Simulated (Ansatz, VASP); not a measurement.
Two plane-wave programs on KI

INCAR

```
SYSTEM = KI
ALGO = Normal
EDIFF = 1E-6
ENCUT = 520
GGA = PE
ISIF = 2
ISMEAR = 0
LASPH = .TRUE.
LCHARG = .FALSE.
LREAL = .FALSE.
LWAVE = .FALSE.
NBANDS = 15
NELM = 100
PREC = Accurate
SIGMA = 0.05
```

KPOINTS

```
k-points
0
G
  6 6 6
  0 0 0
```

File POSCAR:

```
KI
1.0
    0.0000000000      3.4915442646      3.5873258652
    3.4915442646      0.0000000000      3.5873258652
    3.4915442646      3.4915442646      0.0000000000
K I
1 1
Direct
   -0.0355696708     -0.0355696708      0.0355696708
    0.5109587445      0.5109587445      0.4890412555
```

Input for Ansatz:

```yaml
crystal:
  lattice:
    - [0.0, 3.4915442646, 3.5873258652]
    - [3.4915442646, 0.0, 3.5873258652]
    - [3.4915442646, 3.4915442646, 0.0]
  atoms:
    - { symbol: K, position: [-0.0355696708, -0.0355696708, 0.0355696708] }
    - { symbol: I, position: [0.5109587445, 0.5109587445, 0.4890412555] }
basis:
  ecutwfc: 420
kpoints:
  mp_grid: { grid: [6, 6, 6] }
hamiltonian:
  xc: pbe
scf:
  occupations: { method: gaussian, width: 0.05 }
output:
  forces: true
  stress: true
  eigenvalues: true
```

Change from the starting cell: mode 6 frozen in at -0.255 Å, equal normal strain along x and y -0.0267.

Alike in both runs: task single point; functional PBE; k mesh 6 × 6 × 6; occupations gaussian, width 0.05 eV; no spin polarisation.

|  | VASP | Ansatz |
| --- | --- | --- |
| version | VASP 6.6.1 | Ansatz 0.2.0 |
| potentials or method | VASP PAW PBE potentials, release 64 (K_sv, I), cutoff 520 eV | scalar-relativistic, plane waves, PAW |
| valence electrons in the cell | 16 | 26 |

Ansatz gave:

| Item | Value |
| --- | --- |
| gap on the k mesh at the Fermi level (eV) | 4.01 |
| least direct gap on the mesh (eV) | 4.01 |
| pressure (GPa) | 1.1 |
| traceless stress, the component that is largest in VASP (GPa) | 0.57 |
| rms of the force components (eV/Å) | 0.211 |

Problem. Which values does VASP return?

Solution. gap on the k mesh at the Fermi level (eV): 4.01; least direct gap on the mesh (eV): 4.01; pressure (GPa): 1.2; traceless stress, the component that is largest in VASP (GPa): 0.58; rms of the force components (eV/Å): 0.213.

Atom by atom the forces differ by 0.002 eV/Å (rms over components). With one functional, cell and mesh, what is left measures potentials, basis and numerics. VASP's potentials hold 16 valence electrons a cell and Ansatz's 26, so a difference there can come from the potentials and not from the codes.

Spin-orbit coupling is off throughout.
